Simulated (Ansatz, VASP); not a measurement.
ZnSn2N2 in VASP and in Ansatz

INCAR

```
PREC = Accurate
ENCUT = 600
EDIFF = 1E-6
ISMEAR = 0
SIGMA = 0.1
LREAL = False
LASPH = True
NELM = 100
ALGO = Normal
ISIF = 3
LWAVE = False
LCHARG = False
GGA = PE
IBRION = 2
NSW = 90
EDIFFG = -0.04
```

File KPOINTS:

```
Automatic mesh
0
Gamma
  6 6 2
```

Contents of POSCAR:

```
ZnSn2N2
1.0
    2.3532230300     -2.4090329600      0.0000000000
    2.3532230300      2.4090329600      0.0000000000
    0.0000000000      0.0000000000      7.7452531100
Zn Sn N
1 2 2
Direct
    0.5000000000      0.5000000000      0.0000000000
    0.0000000000      0.0000000000      0.5000000000
    0.5000000000      0.5000000000      0.5000000000
    0.8479291700      0.1520708300      0.0000000000
    0.1520708300      0.8479291700      0.0000000000
```

Input for Ansatz:

```yaml
crystal:
  lattice:
    - [2.35322303, -2.40903296, 0.0]
    - [2.35322303, 2.40903296, 0.0]
    - [0.0, 0.0, 7.74525311]
  atoms:
    - { symbol: Zn, position: [0.5, 0.5, 0.0] }
    - { symbol: Sn, position: [0.0, 0.0, 0.5] }
    - { symbol: Sn, position: [0.5, 0.5, 0.5] }
    - { symbol: "N", position: [0.84792917, 0.15207083, 0.0] }
    - { symbol: "N", position: [0.15207083, 0.84792917, 0.0] }
basis:
  ecutwfc: 420
kpoints:
  mp_grid: { grid: [6, 6, 2] }
hamiltonian:
  xc: pbe
scf:
  occupations: { method: gaussian, width: 0.1 }
  lower_state_search: "off"
output:
  forces: true
  stress: true
  eigenvalues: true
relax:
  adjacent_minimum: "off"
  f_tol: 0.04
  max_steps: 70
  cell: { stress_tol: 0.4 }
```

Alike in both runs: task relaxation of cell and atoms; functional PBE; k mesh 6 × 6 × 2; occupations gaussian, width 0.1 eV; no spin polarisation.

|  | VASP | Ansatz |
| --- | --- | --- |
| version | VASP 6.6.1 | Ansatz 0.2.0 |
| potentials or method | VASP PAW PBE potentials, release 64 (Zn, Sn_d, N), cutoff 600 eV | scalar-relativistic, plane waves, PAW |
| valence electrons in the cell | 50 | 50 |

```csv
,VASP,Ansatz,Ansatz less VASP
"gap on the k mesh at the Fermi level, each at its own relaxed structure (eV)",none,none,-
relaxed volume (Å³/atom),23.53,25.57,+2.031
relaxed length of the cell vector where the two differ most in proportion (Å),4.442,4.606,+0.1643
```

A gap of «none» marks a metal or a gap that the smearing closes. One of these differences is far larger than is usual between the two programs; its cause wasn't traced.

The k mesh is coarse, so the values compare programs but aren't converged. Noted on VASP's run: the volume moved by over 15 % at a fixed basis, so the end points are rough.
